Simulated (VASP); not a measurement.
Crystal: Ge.

```
Ge
1.0
     0.00000    2.81478    2.81478
     2.81478    0.00000    2.81478
     2.81478    2.81478    0.00000
Ge
2
Cartesian
  2.8148 2.8148 2.8148
  4.2222 4.2222 4.2222
```

Base run:

| Quantity | Value |
| --- | --- |
| Program | VASP 6.6.1 |
| Functional | LDA |
| Potentials or basis | VASP PAW LDA potentials, release 64 (Ge_d) |
| Cutoff | 520 eV |
| k mesh | 10 × 10 × 10 |
| Occupations | fermi-dirac, width 0.6 eV |
| Spin | no spin polarisation |

Its results: band gap on the k mesh zero (filled and empty bands touch); pressure 1.5 GPa.

Problem. The run is repeated on the same cell with these changes: occupations from fermi-dirac, width 0.6 eV to gaussian, width 1 eV. What comes out?

Solution. Band gap on the k mesh zero (filled and empty bands touch); pressure 0.4 GPa.

Caveats: so wide a smearing shifts energies and pressures; semilocal functionals underestimate gaps, and a narrow one can read as zero.
